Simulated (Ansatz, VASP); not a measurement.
Sb in VASP and in Ansatz

```
Sb
1.0
     2.19361    1.26648    3.74400
    -2.19361    1.26648    3.74400
     0.00000   -2.53297    3.74400
Sb
2
Direct
  0.23364 0.23364 0.23364
  0.76636 0.76636 0.76636
```

Change from the starting cell: equal xx and yy strain of +2 %, crystal datasets.

Alike in both runs: task electric field gradients; functional PBEsol; k mesh 9 × 9 × 9; occupations fermi-dirac, width 0.05 eV; no spin polarisation.

|  | VASP | Ansatz |
| --- | --- | --- |
| version | VASP 6.6.1 | Ansatz 0.2.0 |
| potentials or method | VASP PAW PBE potentials, release 64 (Sb), cutoff 400 eV | all-electron PAW with datasets made for the crystal, scalar-relativistic |

```tsv
	VASP	Ansatz	Ansatz less VASP
pressure (GPa)	-1.7	-1.9	-0.12
traceless stress, the component that is largest in VASP (GPa)	0.45	0.50	+0.044
rms of the force components (eV/Å)	0.017	0.009	-0.0084
size of Vzz on the site where it differs most (V/Å²)	48.7	52.7	+3.93
```

VASP's potentials were made for PBE, not for PBEsol. Atom by atom the forces differ by 0.026 eV/Å (rms over components). Ansatz ran all-electron here, and VASP with PAW potentials.

Neither program's run includes spin-orbit coupling.
